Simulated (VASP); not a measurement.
Ge: single point with LDA

The system is Ge.

```xyz
2
Lattice="-2.4959 2.6509 1.4369 2.4959 -2.6509 1.4369 2.4959 2.6509 -1.4369" Properties=species:S:1:pos:R:3 pbc="T T T"
Ge    2.4959    1.3254    1.2529
Ge    0.0000    1.3254    0.1841
```

```yaml
Program: VASP 6.6.1
Task: single point
Functional: LDA
Potentials_or_basis: VASP PAW LDA potentials, release 64 (Ge_d)
Cutoff: 500 eV
k_mesh: 12 × 12 × 12
Occupations: gaussian, width 0.1 eV
Spin: no spin polarisation
Dipole_correction: no
Further_INCAR_settings: ALGO = Normal; EDIFF = 1e-06; NBANDS = 21
```

```yaml
Pressure: -4.3 GPa
Largest_force: 0.071 eV/Å
Band_gap_on_the_k_mesh: zero (bands 14 and 15 overlap by 5.56 eV)
```

Forces in eV/Å, atoms in the order of the input:
```
Ge   0.000  0.000 -0.071
Ge   0.000  0.000  0.071
```

Stress tensor (GPa, compression positive):
```
-3.65  0.00  0.00
 0.00 -4.17  0.00
 0.00  0.00 -5.14
```

Levels at points of the mesh, in eV from the Fermi level:
```
           k point  band 10  band 11  band 12  band 13  band 14  band 15  band 16  band 17  band 18  band 19
(0.00, 0.00, 0.00)   -24.52   -13.09    -3.91    -2.33    -1.89     3.56     6.89     7.09     7.79     8.13
(0.50, 0.00, 0.00)   -24.61    -8.06    -6.98    -1.96    -1.54    -0.75     1.54     3.16     4.27     9.41
(0.00, 0.50, 0.00)   -24.53    -8.22    -5.88    -3.51    -2.23    -1.77     3.22     3.97     6.51     8.56
(0.50, 0.50, 0.00)   -24.62   -10.36   -10.36     0.66     0.66     2.26     2.26     6.69     6.69    10.79
(0.50, 0.50, 0.50)   -24.62    -9.12    -8.25    -5.79    -5.54     4.36     6.88    10.58    11.12    12.55
```

It took 2.1 min on 1 thread of Intel(R) Xeon(R) Platinum 8375C CPU @ 2.90GHz (Ice Lake), with other jobs on the host, peak memory 0.27 GiB.

Caveat: the cell stands under tension.
